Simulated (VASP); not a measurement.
# TaN (Cmc2_1) in VASP: a series of runs

Runs on TaN. Level: PBEsol. Tasks: single point.

Program: VASP 6.6.1. These are calculated values, not measurements. Logs are shortened: lines on timing, memory, paths and dates and some standing lists are left out, and cuts for length are marked.

## (1) The cell of the first run

The structure is orthorhombic, space group Cmc2_1 (No. 36). Conventional cell: a = 2.888 Å, b = 6.624 Å, c = 5.144 Å, α = 90.00°, β = 90.00°, γ = 90.00°. Ta (site symmetry m) has 3 N at 1.67 to 2.03 Å within 2.2 Å. N (site symmetry m) has 3 Ta at 1.67 to 2.03 Å within 2.2 Å.

## (2) Single point, PBEsol

Contents of INCAR:

```
PREC = Accurate
ENCUT = 520
EDIFF = 1E-7
ISMEAR = 0
SIGMA = 0.15
LREAL = F
LASPH = T
NELM = 100
ALGO = Normal
ISIF = 2
LWAVE = F
LCHARG = F
GGA = PS
NBANDS = 24
```

Contents of KPOINTS:

```
Automatic mesh
0
Gamma
  15 15 8
```

Contents of POSCAR:

```
TaN
1.0
    2.8878384977      0.0000000000      0.0000000000
   -1.4439192489      3.3120576636      0.0000000000
    0.0000000000      0.0000000000      5.1438853895
Ta N
2 2
Direct
    0.3333333333      0.6666666667      0.0301041378
    0.6666666667      0.3333333333      0.5301041378
    0.3333333333      0.6666666667      0.3548958622
    0.6666666667      0.3333333333      0.8548958622
```

Potentials or basis: VASP PAW PBE potentials, release 64 (Ta_pv, N).

Run with:

```
$ cat potpaw_PBE.64/Ta_pv/POTCAR potpaw_PBE.64/N/POTCAR > POTCAR
$ mpirun -np 1 vasp_std > vasp.out
```

OUTCAR:

```text
PREC = Accurate
   ENCUT = 520
   EDIFF = 1E-7
   ISMEAR = 0
   LREAL = F
   LASPH = T
   NELM = 100
   ISIF = 2
   GGA = PS

 ion  position               nearest neighbor table
   1  0.333  0.667  0.030-   3 1.67   4 2.03   4 2.03   4 2.38   2 3.15   2 3.15   2 3.15   2 3.15
                             2 3.39   2 3.39
   2  0.667  0.333  0.530-   4 1.67   3 2.03   3 2.03   3 2.38   1 3.15   1 3.15   1 3.15   1 3.15
                             1 3.39   1 3.39
   3  0.333  0.667  0.355-   1 1.67   2 2.03   2 2.03   2 2.38
   4  0.667  0.333  0.855-   2 1.67   1 2.03   1 2.03   1 2.38

  LATTYP: Found a base centered orthorhombic cell.
 ALAT       =     2.8878384977
 B/A-ratio  =     2.2937970155
 C/A-ratio  =     1.7812233591

  Lattice vectors:

 A1 = (   1.4439192489,  -3.3120576636,   0.0000000000)
 A2 = (   1.4439192488,   3.3120576636,   0.0000000000)
 A3 = (   0.0000000000,   0.0000000000,   5.1438853895)

Analysis of symmetry for initial positions (statically):
=====================================================================
 Subroutine PRICEL returns:
 Original cell was already a primitive cell.

 Routine SETGRP: Setting up the symmetry group for a
 base centered orthorhombic supercell.

 Subroutine GETGRP returns: Found  4 space group operations
 (whereof  2 operations were pure point group operations)
 out of a pool of  8 trial point group operations.

The static configuration has the point symmetry C_1h.
 The point group associated with its full space group is C_2v.

Analysis of symmetry for dynamics (positions and initial velocities):
=====================================================================
 Subroutine PRICEL returns:
 Original cell was already a primitive cell.

 Routine SETGRP: Setting up the symmetry group for a
 base centered orthorhombic supercell.

 Subroutine GETGRP returns: Found  4 space group operations
 (whereof  2 operations were pure point group operations)
 out of a pool of  8 trial point group operations.

The dynamic configuration has the point symmetry C_1h.
 The point group associated with its full space group is C_2v.

 Subroutine INISYM returns: Found  4 space group operations
 (whereof  2 operations are pure point group operations),
 and found     1 'primitive' translations

----------------------------------------------------------------------------------------

                                     Primitive cell

  volume of cell :      49.1997

  direct lattice vectors                    reciprocal lattice vectors
     2.887838498  0.000000000  0.000000000     0.346279752  0.150963555  0.000000000
    -1.443919249  3.312057664  0.000000000     0.000000000  0.301927110  0.000000000
     0.000000000  0.000000000  5.143885390     0.000000000  0.000000000  0.194405576

  length of vectors
     2.887838498  3.613118980  5.143885390     0.377756088  0.301927110  0.194405576

  position of ions in fractional coordinates (direct lattice)
     0.333333333  0.666666667  0.030104138
     0.666666667  0.333333333  0.530104138
     0.333333333  0.666666667  0.354895862
     0.666666667  0.333333333  0.854895862

  ion indices of the primitive-cell ions
   primitive index   ion index
                 1           1
                 2           2
                 3           3
                 4           4

----------------------------------------------------------------------------------------

 KPOINTS: Automatic mesh

Automatic generation of k-mesh.
 Grid dimensions read from file:
 generate k-points for:   15   15    8

 Generating k-lattice:

  Cartesian coordinates                     Fractional coordinates (reciprocal lattice)
     0.023085317  0.010064237  0.000000000     0.066666667  0.000000000  0.000000000
     0.000000000  0.020128474  0.000000000     0.000000000  0.066666667  0.000000000
     0.000000000  0.000000000  0.024300697     0.000000000  0.000000000  0.125000000

  Length of vectors
     0.025183739  0.020128474  0.024300697

  Shift w.r.t. Gamma in fractional coordinates (k-lattice)
     0.000000000  0.000000000  0.000000000

 Subroutine IBZKPT returns following result:
 ===========================================

 Found    320 irreducible k-points:

 Following reciprocal coordinates:
            Coordinates               Weight
  0.000000  0.000000  0.000000      1.000000
  0.066667  0.000000  0.000000      4.000000
  0.133333  0.000000  0.000000      4.000000
  0.200000  0.000000  0.000000      4.000000
  0.266667  0.000000  0.000000      4.000000
  0.333333  0.000000  0.000000      4.000000
[... 16 lines left out ...]
  0.000000  0.133333  0.000000      2.000000
  0.066667  0.133333  0.000000      4.000000
 [... further k-points ...]
   k-points           NKPTS =    320   k-points in BZ     NKDIM =    320   number of bands    NBANDS=     24
   number of dos      NEDOS =    301   number of ions     NIONS =      4
   total plane-waves  NPLWV =  26880
   dimension x,y,z NGX =    24 NGY =   28 NGZ =   40
   dimension x,y,z NGXF=    48 NGYF=   56 NGZF=   80
   ions per type =               2   2
   NGX,Y,Z   is equivalent  to a cutoff of  13.82, 12.88, 12.93 a.u.
   NGXF,Y,Z  is equivalent  to a cutoff of  27.63, 25.77, 25.86 a.u.
 SYSTEM =  unknown system
   PREC   = accura    normal or accurate (medium, high low for compatibility)
   ISTART =      0    job   : 0-new  1-cont  2-samecut
   ICHARG =      2    charge: 1-file 2-atom 10-const
   ISPIN  =      1    spin polarized calculation?
   LNONCOLLINEAR =      F non collinear calculations
   LSORBIT =      F    spin-orbit coupling
   LASPH  =      T    aspherical Exc in radial PAW
   ENCUT  =  520.0 eV  38.22 Ry    6.18 a.u.   5.37  6.72  9.56*2*pi/ulx,y,z
   NELM   =    100;   NELMIN=  2; NELMDL= -5     # of ELM steps
   EDIFF  = 0.1E-06   stopping-criterion for ELM
   LREAL  =      F    real-space projection
   EDIFFG = 0.1E-05   stopping-criterion for IOM
   NSW    =      0    number of steps for IOM
   IBRION =     -1    ionic relax: 0-MD 1-quasi-New 2-CG
   NFREE  =      0    steps in history (QN), initial steepest desc. (CG)
   ISIF   =      2    stress and relaxation
   ISYM   =      2    0-nonsym 1-usesym 2-fastsym
   POTIM  = 0.5000    time-step for ionic-motion
   TEBEG  =    0.0;   TEEND  =   0.0 temperature during run
   PSTRESS=    0.0 pullay stress
   NELECT =      32.0000    total number of electrons
   NUPDOWN=      -1.0000    fix difference up-down
   EMIN   =  10.00;   EMAX   =-10.00  energy-range for DOS
   EFERMI =   0.00;   METHOD = LEGACY
   ISMEAR =     0;   SIGMA  =   0.15  broadening in eV -4-tet -1-fermi 0-gaus
   EFERMI_NEDOS =   21; number of points for ismear=-14 and -15
   IALGO  =     38    algorithm
   IMIX   =      4    mixing-type and parameters
     AMIX     =   0.40;   BMIX     =  1.00
     AMIX_MAG =   1.60;   BMIX_MAG =  1.00
  volume/ion in A,a.u.               =      12.30        83.00
  Fermi-wavevector in a.u.,A,eV,Ry     =   1.418418  2.680421 27.373679  2.011909
  Thomas-Fermi vector in A             =   2.539545
   LORBIT       =      0    0 simple, 1 ext, 2 COOP (PROOUT), +10 PAW based schemes
   GGA     = PS    functional components
   LHFCALC =     F    Hartree Fock is set to
   AEXX    =    0.0000 exact exchange contribution
   IVDW    =     0    specifies the selected vdW correction
   LEPSILON=     F    determine dielectric tensor
   LRPA    =     F    only Hartree local field effects (RPA)
 non-spin polarized calculation
 Gauss-broadening in eV      SIGMA  =   0.15
  energy-cutoff  :      520.00
  volume of cell :       49.20
 maximum number of plane-waves:      1344
 NGX is ok and might be reduce to    24

 number of electron      32.0000000 magnetization

 Free energy of the ion-electron system (eV)
  ---------------------------------------------------
  ext. energy  EPLUGINS =         0.00000000
  ---------------------------------------------------
  free energy    TOTEN  =       -41.58823024 eV

  energy without entropy =      -41.57277886  energy(sigma->0) =      -41.58050455

 E-fermi :   6.9317     XC(G=0): -12.4914

 val. band max:        6.9316130819   @ k =   0.3333   0.1333   0.3750
 cond. band min:       6.9369225663   @ k =   0.0000   0.1333   0.2500
 fundamental gap:      0.0053094844
 Fermi energy:         6.9316764941

 k-point     1 :       0.0000    0.0000    0.0000
  band No.  band energies     occupation
      1     -29.2071      2.00000
      2     -28.3950      2.00000
      3     -28.0220      2.00000
      4     -27.8974      2.00000
      5     -27.6194      2.00000
      6     -27.4876      2.00000
[... 16 lines left out ...]
     23      12.1693      0.00000
     24      14.0230      0.00000

 k-point     2 :       0.0667    0.0000    0.0000
  band No.  band energies     occupation
      1     -29.1943      2.00000
      2     -28.3990      2.00000
      3     -28.0216      2.00000
      4     -27.8975      2.00000
      5     -27.6564      2.00000
      6     -27.5276      2.00000
[... 16 lines left out ...]
     23      12.9465      0.00000
     24      14.0510      0.00000

 k-point     3 :       0.1333    0.0000    0.0000
  band No.  band energies     occupation
      1     -29.1570      2.00000
      2     -28.4115      2.00000
      3     -28.0219      2.00000
      4     -27.8997      2.00000
      5     -27.7585      2.00000
      6     -27.6372      2.00000
[... 16 lines left out ...]
     23      13.7504      0.00000
     24      14.2127      0.00000

 k-point     4 :       0.2000    0.0000    0.0000
  band No.  band energies     occupation
      1     -29.0986      2.00000
      2     -28.4338      2.00000
      3     -28.0312      2.00000
      4     -27.9328      2.00000
      5     -27.8803      2.00000
      6     -27.7806      2.00000
[... 16 lines left out ...]
     23      13.7369      0.00000
     24      15.1017      0.00000

 k-point     5 :       0.2667    0.0000    0.0000
  band No.  band energies     occupation
      1     -29.0241      2.00000
      2     -28.4682      2.00000
      3     -28.1041      2.00000
      4     -28.0659      2.00000
      5     -27.9383      2.00000
      6     -27.8581      2.00000
[... 16 lines left out ...]
     23      13.2914      0.00000
     24      14.9216      0.00000

 k-point     6 :       0.3333    0.0000    0.0000
  band No.  band energies     occupation
      1     -28.9402      2.00000
      2     -28.5168      2.00000
      3     -28.2495      2.00000
      4     -28.2028      2.00000
      5     -27.9615      2.00000
      6     -27.8661      2.00000
[... 16 lines left out ...]
     23      13.0594      0.00000
     24      14.4725      0.00000
[... 379 lines left out ...]
 k-point    21 :      -0.2000    0.0667    0.0000
  band No.  band energies     occupation
      1     -29.1077      2.00000
      2     -28.4260      2.00000
      3     -28.0234      2.00000
      4     -27.9237      2.00000
      5     -27.8664      2.00000
      6     -27.7855      2.00000
[... 16 lines left out ...]
     23      14.0466      0.00000
     24      15.0720      0.00000

 k-point    22 :      -0.1333    0.0667    0.0000
  band No.  band energies     occupation
      1     -29.1618      2.00000
      2     -28.4075      2.00000
      3     -28.0168      2.00000
      4     -27.8904      2.00000
      5     -27.7573      2.00000
      6     -27.6377      2.00000
[... 16 lines left out ...]
     23      13.7610      0.00000
     24      14.3139      0.00000

 k-point    23 :       0.0000    0.1333    0.0000
  band No.  band energies     occupation
      1     -29.1881      2.00000
      2     -28.4109      2.00000
      3     -28.0445      2.00000
      4     -27.9322      2.00000
      5     -27.6247      2.00000
      6     -27.4882      2.00000
[... 16 lines left out ...]
     23      12.4570      0.00000
     24      13.5047      0.00000

 k-point    24 :       0.0667    0.1333    0.0000
  band No.  band energies     occupation
      1     -29.1667      2.00000
      2     -28.4224      2.00000
      3     -28.0529      2.00000
      4     -27.9476      2.00000
      5     -27.6638      2.00000
      6     -27.5278      2.00000
[... 16 lines left out ...]
     23      13.1752      0.00000
     24      13.2581      0.00000

 [... further k-points ...]

------------------------ aborting loop because EDIFF is reached ----------------------------------------

  FORCE on cell =-STRESS in cart. coord.  units (eV):
  Direction    XX          YY          ZZ          XY          YZ          ZX
  --------------------------------------------------------------------------------------
  -------------------------------------------------------------------------------------
  Total       10.3845956     -2.3624780     42.4274601      0.0000000      0.0000000      0.0000000
  in kB      338.1723517    -76.9336386   1381.6420480      0.0000000      0.0000000      0.0000000
  external PRESSURE =     547.6269204 kB  Pullay stress =       0.0000000 kB

 VOLUME and BASIS-vectors are now :
 -----------------------------------------------------------------------------
  energy-cutoff  :      520.00
  volume of cell :       49.20
      direct lattice vectors                 reciprocal lattice vectors
     2.887838498  0.000000000  0.000000000     0.346279752  0.150963555  0.000000000
    -1.443919249  3.312057664  0.000000000     0.000000000  0.301927110  0.000000000
     0.000000000  0.000000000  5.143885390     0.000000000  0.000000000  0.194405576

 POSITION                                       TOTAL-FORCE (eV/Angst)
 -----------------------------------------------------------------------------------
     -0.00000      2.20804      0.15485        -0.000000      3.126168    -10.300946
      1.44392      1.10402      2.72679         0.000000     -3.126168    -10.300946
     -0.00000      2.20804      1.82554        -0.000000      2.284915     10.300946
      1.44392      1.10402      4.39749         0.000000     -2.284915     10.300946
 -----------------------------------------------------------------------------------
    total drift:                               -0.000000      0.000000      0.000146

  FREE ENERGIE OF THE ION-ELECTRON SYSTEM (eV)
  ---------------------------------------------------
  free  energy   TOTEN  =       -41.5882302438 eV

  energy  without entropy=      -41.5727788595  energy(sigma->0) =      -41.58050455
```

Wall time 1.9 min (1 thread of Intel Xeon 6975P-C (Granite Rapids), shared host); peak memory 0.42 GiB.

What came out:

| Quantity | Value |
| --- | --- |
| Free energy | -41.5882 eV |
| Pressure | 54.8 GPa |
| Largest force | 10.765 eV/Å |
| Band gap on the k mesh | zero (bands 16 and 17 overlap by 1.70 eV) |

Forces in eV/Å, atoms in the order of the input:
```
Ta    0.000   3.126 -10.301
Ta    0.000  -3.126 -10.301
N     0.000   2.285  10.301
N     0.000  -2.285  10.301
```

Levels at points of the mesh, in eV from the Fermi level:
| k point | band 12 | band 13 | band 14 | band 15 | band 16 | band 17 | band 18 | band 19 | band 20 | band 21 |
| --- | --- | --- | --- | --- | --- | --- | --- | --- | --- | --- |
| (0.00, 0.00, 0.00) | -5.97 | -5.84 | -4.25 | -2.35 | -1.35 | -1.14 | 0.67 | 1.19 | 2.71 | 3.77 |
| (0.00, 0.00, 0.50) | -6.81 | -5.37 | -5.37 | -0.70 | -0.70 | 1.23 | 1.23 | 2.52 | 2.52 | 3.97 |

Caveat: the cell differs from its parent crystal (strain +e along x and -e along y -0.1500, strain +e along z and -e/2 along x and y -0.1500); the stress differs along the axes, from -8 to 138 GPa; the PAW data sets were made with another functional, which shifts forces and pressure a little; spin-orbit coupling is left out, which moves the levels of the heavy elements.

## (3) Single point, PBEsol

This run uses another cell than the first one, of the same volume but with other edges.

Contents of INCAR:

```
SYSTEM = TaN
PREC = Accurate
ENCUT = 520
EDIFF = 1E-6
ISMEAR = 0
SIGMA = 0.15
LREAL = .False.
LASPH = .True.
NELM = 80
ALGO = Normal
ISIF = 2
LWAVE = .False.
LCHARG = .False.
GGA = PS
NBANDS = 24
```

Contents of KPOINTS:

```
regular mesh
0
Gamma
  15 15 8
  0 0 0
```

Edit POSCAR of step 2 so:

```diff
@@ -2,4 +2,4 @@
 1.0
-    2.8878384977      0.0000000000      0.0000000000
-   -1.4439192489      3.3120576636      0.0000000000
+    3.8244347673      0.0000000000      0.0000000000
+   -1.9122173837      2.5009415010      0.0000000000
     0.0000000000      0.0000000000      5.1438853895
```

Potentials or basis: VASP PAW PBE potentials, release 64 (Ta_pv, N).

Run with:

```
$ cat potpaw_PBE.64/Ta_pv/POTCAR potpaw_PBE.64/N/POTCAR > POTCAR
$ mpirun -np 1 vasp_std > vasp.out
```

Run time: 2 min. Hardware: 1 thread of Intel Xeon 6975P-C (Granite Rapids), shared host; peak memory 0.42 GiB.

Results (log left out):

- Free energy: -41.1886 eV
- Pressure: 56.9 GPa
- Largest force: 11.090 eV/Å
- Band gap on the k mesh: zero (bands 16 and 17 overlap by 2.51 eV)

Forces in eV/Å, atoms in the order of the input:
```
Ta   0.000 -5.020 -9.888
Ta   0.000  5.020 -9.888
N    0.000 -3.326  9.888
N    0.000  3.326  9.888
```

Stress tensor (GPa, compression positive):
```
-20.40   0.00   0.00
  0.00  44.70   0.00
  0.00   0.00 146.37
```

Levels at points of the mesh, in eV from the Fermi level:
| k point | band 12 | band 13 | band 14 | band 15 | band 16 | band 17 | band 18 | band 19 | band 20 | band 21 |
| --- | --- | --- | --- | --- | --- | --- | --- | --- | --- | --- |
| (0.00, 0.00, 0.00) | -6.19 | -5.92 | -4.43 | -1.91 | -1.47 | -1.06 | 0.46 | 0.90 | 2.96 | 3.65 |
| (0.00, 0.00, 0.50) | -6.86 | -5.85 | -5.85 | 0.08 | 0.08 | 0.75 | 0.75 | 2.11 | 2.11 | 3.86 |

Caveat: the cell differs from its parent crystal (strain +e along x and -e along y +0.1500, strain +e along z and -e/2 along x and y -0.1500); the stress differs along the axes, from -20 to 146 GPa; the PAW data sets were made with another functional, which shifts forces and pressure a little; spin-orbit coupling is left out, which moves the levels of the heavy elements.

[end of part 1 of 2]
